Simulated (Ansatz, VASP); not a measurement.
One calculation of CsPbCl3, two programs

The input INCAR:

```
SYSTEM = CsPbCl3
PREC = Accurate ; ENCUT = 600
EDIFF = 1E-6 ; ISMEAR = 0
SIGMA = 0.02 ; LREAL = .False.
LASPH = .True. ; NELM = 80
ALGO = Normal ; ISIF = 3
LWAVE = .False. ; LCHARG = .False.
GGA = PS ; IBRION = 2
NSW = 100 ; EDIFFG = -0.005
```

File KPOINTS:

```
Automatic mesh
0
Gamma
  4 4 4
  0 0 0
```

The input POSCAR:

```
CsPbCl3
1.0
    5.6798447700      0.0000000000      0.0000000000
    0.0000000000      5.6798447700      0.0000000000
    0.0000000000      0.0000000000      5.6798447700
Cs Pb Cl
1 1 3
Direct
    0.0000000000      0.0000000000      0.0000000000
    0.5000000000      0.5000000000      0.5000000000
    0.0000000000      0.5000000000      0.5000000000
    0.5000000000      0.0000000000      0.5000000000
    0.5000000000      0.5000000000      0.0000000000
```

Input for Ansatz:

```yaml
crystal:
  lattice:
    - [5.67984477, 0.0, 0.0]
    - [0.0, 5.67984477, 0.0]
    - [0.0, 0.0, 5.67984477]
  atoms:
    - { symbol: Cs, position: [0.0, 0.0, 0.0] }
    - { symbol: Pb, position: [0.5, 0.5, 0.5] }
    - { symbol: Cl, position: [0.0, 0.5, 0.5] }
    - { symbol: Cl, position: [0.5, 0.0, 0.5] }
    - { symbol: Cl, position: [0.5, 0.5, 0.0] }
basis:
  ecutwfc: 420
kpoints:
  mp_grid: { grid: [4, 4, 4] }
hamiltonian:
  xc: pbesol
scf:
  occupations: { method: gaussian, width: 0.02 }
output:
  forces: true
  stress: true
  eigenvalues: true
  write_density: true
  write_potential: true
  elf: true
  volumetric_format: npy
relax:
  adjacent_minimum: "off"
  f_tol: 0.005
  max_steps: 80
  cell: { stress_tol: 0.05 }
```

Alike in both runs: task relaxation of cell and atoms; functional PBEsol; k mesh 4 × 4 × 4; occupations gaussian, width 0.02 eV; no spin polarisation.

|  | VASP | Ansatz |
| --- | --- | --- |
| version | VASP 6.6.1 | Ansatz 0.2.0 |
| potentials or method | VASP PAW PBE potentials, release 64 (Cs_sv, Pb_d, Cl), cutoff 600 eV | scalar-relativistic, plane waves, PAW |
| valence electrons in the cell | 44 | 44 |

|  | VASP | Ansatz | Ansatz less VASP |
| --- | --- | --- | --- |
| gap on the k mesh at the Fermi level, each at its own relaxed structure (eV) | 1.85 | 1.84 | -0.011 |
| relaxed volume (Å³/atom) | 35.61 | 35.58 | -0.034 |
| relaxed cell length with the largest relative difference (Å) | 5.626 | 5.624 | -0.0018 |

VASP's potentials were made for PBE, not for PBEsol.

Neither program's run includes spin-orbit coupling.
